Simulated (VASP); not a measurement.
# SiC (C222_1) in VASP: further runs

SiC is run at these levels: PBE; tasks: single point.

All numbers are computed with VASP 6.6.1; they aren't measurements. Logs are shortened: lines on timing, memory, paths and dates and some standing lists are left out, and cuts for length are marked.

### 1 The cell of the first run

It takes space group C222_1 (No. 20, orthorhombic). The conventional cell has a = 4.380 Å, b = 4.380 Å, c = 4.380 Å, α = 90.00°, β = 90.00°, γ = 90.00°. Within 2.5 Å of Si (site symmetry 2) lie 4 C at 1.88 to 1.91 Å. Within 2.5 Å of C (site symmetry 2) lie 4 Si at 1.88 to 1.91 Å.

### 2 Single point, PBE (atoms displaced along a vibrational mode)

File INCAR:

```
PREC = Accurate
ENCUT = 520
EDIFF = 1E-7
ISMEAR = 0
SIGMA = 0.05
LREAL = F
LASPH = T
NELM = 80
ALGO = Normal
ISIF = 2
LWAVE = F
LCHARG = F
GGA = PE
NBANDS = 16
```

File KPOINTS:

```
Automatic mesh
0
Gamma
  10 10 6
```

File POSCAR:

```
SiC
1.0
    0.0000000000     -2.1898640950     -2.1898640950
    0.0000000000      2.1898640950     -2.1898640950
    4.3797281900      0.0000000000      0.0000000000
Si C
2 2
Direct
    0.5171243504      0.4828756496      0.5000000000
   -0.0171243504      0.0171243504      0.0000000000
    1.0112571574      0.5112571574      0.2500000000
    0.4887428426     -0.0112571574      0.7500000000
```

Potentials or basis: VASP PAW PBE potentials, release 64 (Si, C).

The run is started by

```console
> cat potpaw_PBE.64/Si/POTCAR potpaw_PBE.64/C/POTCAR > POTCAR
> mpirun -np 1 vasp_std > vasp.out
```

OUTCAR:

```text
PREC = Accurate
   ENCUT = 520
   EDIFF = 1E-7
   ISMEAR = 0
   LREAL = F
   LASPH = T
   NELM = 80
   ISIF = 2
   GGA = PE

 ion  position               nearest neighbor table
   1  0.517  0.483  0.500-   3 1.88   4 1.88   4 1.91   3 1.91   2 2.99   2 2.99   2 3.10   2 3.10
                             2 3.10   2 3.10
   2  0.983  0.017  0.000-   3 1.88   4 1.88   4 1.91   3 1.91   1 2.99   1 2.99   1 3.10   1 3.10
                             1 3.10   1 3.10
   3  0.011  0.511  0.250-   1 1.88   2 1.88   1 1.91   2 1.91
   4  0.489  0.989  0.750-   1 1.88   2 1.88   1 1.91   2 1.91

  LATTYP: Found a simple tetragonal cell.
 ALAT       =     3.0969355029
 C/A-ratio  =     1.4142135624

  Lattice vectors:

 A1 = (   0.0000000000,  -2.1898640950,  -2.1898640950)
 A2 = (   0.0000000000,   2.1898640950,  -2.1898640950)
 A3 = (   4.3797281900,   0.0000000000,   0.0000000000)

Analysis of symmetry for initial positions (statically):
=====================================================================
 Subroutine PRICEL returns:
 Original cell was already a primitive cell.

 Routine SETGRP: Setting up the symmetry group for a
 simple tetragonal supercell.

 Subroutine GETGRP returns: Found  4 space group operations
 (whereof  2 operations were pure point group operations)
 out of a pool of 16 trial point group operations.

The static configuration has the point symmetry C_2 .
 The point group associated with its full space group is D_2 .

Analysis of symmetry for dynamics (positions and initial velocities):
=====================================================================
 Subroutine PRICEL returns:
 Original cell was already a primitive cell.

 Routine SETGRP: Setting up the symmetry group for a
 simple tetragonal supercell.

 Subroutine GETGRP returns: Found  4 space group operations
 (whereof  2 operations were pure point group operations)
 out of a pool of 16 trial point group operations.

The dynamic configuration has the point symmetry C_2 .
 The point group associated with its full space group is D_2 .

 Subroutine INISYM returns: Found  4 space group operations
 (whereof  2 operations are pure point group operations),
 and found     1 'primitive' translations

----------------------------------------------------------------------------------------

                                     Primitive cell

  volume of cell :      42.0060

  direct lattice vectors                    reciprocal lattice vectors
     0.000000000 -2.189864095 -2.189864095     0.000000000 -0.228324671 -0.228324671
     0.000000000  2.189864095 -2.189864095     0.000000000  0.228324671 -0.228324671
     4.379728190  0.000000000  0.000000000     0.228324671  0.000000000  0.000000000

  length of vectors
     3.096935503  3.096935503  4.379728190     0.322899847  0.322899847  0.228324671

  position of ions in fractional coordinates (direct lattice)
     0.517124350  0.482875650  0.500000000
     0.982875650  0.017124350  0.000000000
     0.011257157  0.511257157  0.250000000
     0.488742843  0.988742843  0.750000000

  ion indices of the primitive-cell ions
   primitive index   ion index
                 1           1
                 2           2
                 3           3
                 4           4

----------------------------------------------------------------------------------------

 KPOINTS: Automatic mesh

Automatic generation of k-mesh.
 Grid dimensions read from file:
 generate k-points for:   10   10    6

 Generating k-lattice:

  Cartesian coordinates                     Fractional coordinates (reciprocal lattice)
     0.000000000 -0.022832467 -0.022832467     0.100000000  0.000000000  0.000000000
     0.000000000  0.022832467 -0.022832467     0.000000000  0.100000000  0.000000000
     0.038054112  0.000000000  0.000000000     0.000000000  0.000000000  0.166666667

  Length of vectors
     0.032289985  0.032289985  0.038054112

  Shift w.r.t. Gamma in fractional coordinates (k-lattice)
     0.000000000  0.000000000  0.000000000

 Subroutine IBZKPT returns following result:
 ===========================================

 Found    124 irreducible k-points:

 Following reciprocal coordinates:
            Coordinates               Weight
  0.000000  0.000000  0.000000      1.000000
  0.100000  0.000000  0.000000      4.000000
  0.200000  0.000000  0.000000      4.000000
  0.300000  0.000000  0.000000      4.000000
  0.400000  0.000000  0.000000      4.000000
  0.500000  0.000000  0.000000      2.000000
[... 16 lines left out ...]
  0.300000  0.300000  0.000000      2.000000
 -0.300000  0.300000  0.000000      2.000000
 [... further k-points ...]
   k-points           NKPTS =    124   k-points in BZ     NKDIM =    124   number of bands    NBANDS=     16
   number of dos      NEDOS =    301   number of ions     NIONS =      4
   total plane-waves  NPLWV =  20736
   dimension x,y,z NGX =    24 NGY =   24 NGZ =   36
   dimension x,y,z NGXF=    48 NGYF=   48 NGZF=   72
   ions per type =               2   2
   NGX,Y,Z   is equivalent  to a cutoff of  12.88, 12.88, 13.66 a.u.
   NGXF,Y,Z  is equivalent  to a cutoff of  25.77, 25.77, 27.33 a.u.
 SYSTEM =  unknown system
   PREC   = accura    normal or accurate (medium, high low for compatibility)
   ISTART =      0    job   : 0-new  1-cont  2-samecut
   ICHARG =      2    charge: 1-file 2-atom 10-const
   ISPIN  =      1    spin polarized calculation?
   LNONCOLLINEAR =      F non collinear calculations
   LSORBIT =      F    spin-orbit coupling
   LASPH  =      T    aspherical Exc in radial PAW
   ENCUT  =  520.0 eV  38.22 Ry    6.18 a.u.   5.76  5.76  8.14*2*pi/ulx,y,z
   NELM   =     80;   NELMIN=  2; NELMDL= -5     # of ELM steps
   EDIFF  = 0.1E-06   stopping-criterion for ELM
   LREAL  =      F    real-space projection
   EDIFFG = 0.1E-05   stopping-criterion for IOM
   NSW    =      0    number of steps for IOM
   IBRION =     -1    ionic relax: 0-MD 1-quasi-New 2-CG
   NFREE  =      0    steps in history (QN), initial steepest desc. (CG)
   ISIF   =      2    stress and relaxation
   ISYM   =      2    0-nonsym 1-usesym 2-fastsym
   POTIM  = 0.5000    time-step for ionic-motion
   TEBEG  =    0.0;   TEEND  =   0.0 temperature during run
   PSTRESS=    0.0 pullay stress
   NELECT =      16.0000    total number of electrons
   NUPDOWN=      -1.0000    fix difference up-down
   EMIN   =  10.00;   EMAX   =-10.00  energy-range for DOS
   EFERMI =   0.00;   METHOD = LEGACY
   ISMEAR =     0;   SIGMA  =   0.05  broadening in eV -4-tet -1-fermi 0-gaus
   EFERMI_NEDOS =   21; number of points for ismear=-14 and -15
   IALGO  =     38    algorithm
   IMIX   =      4    mixing-type and parameters
     AMIX     =   0.40;   BMIX     =  1.00
     AMIX_MAG =   1.60;   BMIX_MAG =  1.00
  volume/ion in A,a.u.               =      10.50        70.87
  Fermi-wavevector in a.u.,A,eV,Ry     =   1.186709  2.242555 19.160797  1.408279
  Thomas-Fermi vector in A             =   2.322876
   LORBIT       =      0    0 simple, 1 ext, 2 COOP (PROOUT), +10 PAW based schemes
   GGA     = PE    functional components
   LHFCALC =     F    Hartree Fock is set to
   AEXX    =    0.0000 exact exchange contribution
   IVDW    =     0    specifies the selected vdW correction
   LEPSILON=     F    determine dielectric tensor
   LRPA    =     F    only Hartree local field effects (RPA)
 non-spin polarized calculation
 Gauss-broadening in eV      SIGMA  =   0.05
  energy-cutoff  :      520.00
  volume of cell :       42.01
 maximum number of plane-waves:      1176
   NGX = 11   NGY = 11   NGZ = 17

 number of electron      16.0000002 magnetization

 Free energy of the ion-electron system (eV)
  ---------------------------------------------------
  ext. energy  EPLUGINS =         0.00000000
  ---------------------------------------------------
  free energy    TOTEN  =       -30.03247765 eV

  energy without entropy =      -30.03247765  energy(sigma->0) =      -30.03247765

 E-fermi :   8.2400     XC(G=0): -11.2960

 val. band max:        7.9575241632   @ k =   0.0000   0.0000   0.0000
 cond. band min:       9.2793068425   @ k =   0.5000   0.5000   0.0000
 fundamental gap:      1.3217826793
 Fermi energy:         8.2399913976

 k-point     1 :       0.0000    0.0000    0.0000
  band No.  band energies     occupation
      1      -7.3470      2.00000
      2      -2.4015      2.00000
      3       0.2009      2.00000
      4       4.7943      2.00000
      5       4.8156      2.00000
      6       7.9286      2.00000
[... 8 lines left out ...]
     15      21.3676      0.00000
     16      21.7844      0.00000

 k-point     2 :       0.1000    0.0000    0.0000
  band No.  band energies     occupation
      1      -7.2181      2.00000
      2      -2.3666      2.00000
      3       0.3015      2.00000
      4       4.0843      2.00000
      5       4.9019      2.00000
      6       7.3320      2.00000
[... 8 lines left out ...]
     15      20.8251      0.00000
     16      21.4087      0.00000

 k-point     3 :       0.2000    0.0000    0.0000
  band No.  band energies     occupation
      1      -6.8349      2.00000
      2      -2.3390      2.00000
      3       0.5646      2.00000
      4       2.8857      2.00000
      5       5.1842      2.00000
      6       6.0023      2.00000
[... 8 lines left out ...]
     15      19.7379      0.00000
     16      20.3902      0.00000

 k-point     4 :       0.3000    0.0000    0.0000
  band No.  band energies     occupation
      1      -6.2089      2.00000
      2      -2.5852      2.00000
      3       0.8493      2.00000
      4       2.3289      2.00000
      5       4.5300      2.00000
      6       5.6301      2.00000
[... 8 lines left out ...]
     15      18.9202      0.00000
     16      19.2999      0.00000

 k-point     5 :       0.4000    0.0000    0.0000
  band No.  band energies     occupation
      1      -5.3663      2.00000
      2      -3.3353      2.00000
      3       1.2433      2.00000
      4       2.7439      2.00000
      5       3.1739      2.00000
      6       4.7636      2.00000
[... 8 lines left out ...]
     15      17.9037      0.00000
     16      18.6095      0.00000

 k-point     6 :       0.5000    0.0000    0.0000
  band No.  band energies     occupation
      1      -4.4173      2.00000
      2      -4.3058      2.00000
      3       1.9811      2.00000
      4       2.0915      2.00000
      5       3.6334      2.00000
      6       3.6771      2.00000
[... 8 lines left out ...]
     15      17.4697      0.00000
     16      17.9338      0.00000
[... 267 lines left out ...]
 k-point    21 :      -0.2000    0.4000    0.0000
  band No.  band energies     occupation
      1      -4.8807      2.00000
      2      -2.9394      2.00000
      3       1.2310      2.00000
      4       3.0269      2.00000
      5       3.1850      2.00000
      6       4.5264      2.00000
[... 8 lines left out ...]
     15      19.1184      0.00000
     16      20.1720      0.00000

 k-point    22 :       0.5000    0.2000    0.0000
  band No.  band energies     occupation
      1      -3.9550      2.00000
      2      -3.8519      2.00000
      3       1.9249      2.00000
      4       2.0006      2.00000
      5       3.9712      2.00000
      6       4.0053      2.00000
[... 8 lines left out ...]
     15      19.8977      0.00000
     16      20.0371      0.00000

 k-point    23 :       0.3000    0.3000    0.0000
  band No.  band energies     occupation
      1      -5.1023      2.00000
      2      -2.2019      2.00000
      3       0.8497      2.00000
      4       3.2171      2.00000
      5       3.4103      2.00000
      6       3.6010      2.00000
[... 8 lines left out ...]
     15      19.3570      0.00000
     16      19.4581      0.00000

 k-point    24 :      -0.3000    0.3000    0.0000
  band No.  band energies     occupation
      1      -5.1027      2.00000
      2      -2.1988      2.00000
      3       0.8414      2.00000
      4       3.2033      2.00000
      5       3.4334      2.00000
      6       3.6047      2.00000
[... 8 lines left out ...]
     15      19.3371      0.00000
     16      19.3734      0.00000

 [... further k-points ...]
[... 5 lines left out ...]
  --------------------------------------------------------------------------------------
  -------------------------------------------------------------------------------------
  Total        0.0514937     -0.1314739     -0.0590942      0.0000000      0.0000000      0.0000000
  in kB        1.9640515     -5.0146263     -2.2539486      0.0000000      0.0000000      0.0000000
  external PRESSURE =      -1.7681745 kB  Pullay stress =       0.0000000 kB

 VOLUME and BASIS-vectors are now :
 -----------------------------------------------------------------------------
  energy-cutoff  :      520.00
  volume of cell :       42.01
      direct lattice vectors                 reciprocal lattice vectors
     0.000000000 -2.189864095 -2.189864095     0.000000000 -0.228324671 -0.228324671
     0.000000000  2.189864095 -2.189864095     0.000000000  0.228324671 -0.228324671
     4.379728190  0.000000000  0.000000000     0.228324671  0.000000000  0.000000000

 POSITION                                       TOTAL-FORCE (eV/Angst)
 -----------------------------------------------------------------------------------
      2.18986     -0.07500     -2.18986         0.000000      1.001391      0.000000
      0.00000     -2.11486     -2.18986         0.000000     -1.001391      0.000000
      1.09493      1.09493     -1.14424         0.000000      0.000000      0.285953
      3.28480      1.09493     -3.23549         0.000000      0.000000     -0.285953
 -----------------------------------------------------------------------------------
    total drift:                               -0.000000      0.000000     -0.000000

  FREE ENERGIE OF THE ION-ELECTRON SYSTEM (eV)
  ---------------------------------------------------
  free  energy   TOTEN  =       -30.0324776510 eV

  energy  without entropy=      -30.0324776510  energy(sigma->0) =      -30.03247765
```

Run time: 73 s. Hardware: 1 thread of Intel Xeon 6455B, shared host; peak memory 0.2 GiB.

What came out:

| Quantity | Value |
| --- | --- |
| Free energy | -30.0325 eV |
| Pressure | -0.2 GPa |
| Largest force | 1.001 eV/Å |
| Band gap on the k mesh | 1.32 eV (least direct gap 1.34 eV) |

Forces on the atoms (eV/Å):
```
Si   0.000  1.001  0.000
Si   0.000 -1.001  0.000
C    0.000  0.000  0.286
C    0.000  0.000 -0.286
```

Caveat: the cell differs from its parent crystal (atoms displaced along a vibrational mode); forces of over 1 eV/Å act on the atoms, so gaps and moduli don't describe the material at rest. A k mesh can miss the band edges.

[end of part 1 of 2]
